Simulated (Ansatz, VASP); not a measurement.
**W in VASP and in Ansatz**

```
CELL_PARAMETERS angstrom
2.77658 0.00000 0.00000
-1.38829 2.40459 0.00000
0.00000 0.00000 4.95111
ATOMIC_POSITIONS crystal
W 0.00000 0.00000 0.00000
W 0.33333 0.66667 0.50000
```

Alike in both runs: functional PBE; k mesh 18 × 18 × 8; occupations gaussian, width 0.1 eV; no spin polarisation.

Ansatz relaxed the structure, and its values are those at the end. VASP's run is a single point on that final structure, the one shown.

|  | VASP | Ansatz |
| --- | --- | --- |
| version | VASP 6.6.1 | Ansatz 0.2.0 |
| potentials or method | VASP PAW PBE potentials, release 64 (W_sv), cutoff 520 eV | scalar-relativistic, plane waves, PAW |
| valence electrons in the cell | 28 | 28 |

```tsv
	VASP	Ansatz	Ansatz less VASP
gap on the k mesh at the Fermi level (eV)	none	none	-
pressure (GPa)	0.5	0.0	-0.50
```

A gap of «none» marks a metal or a gap that the smearing closes.

Spin-orbit coupling is off throughout.
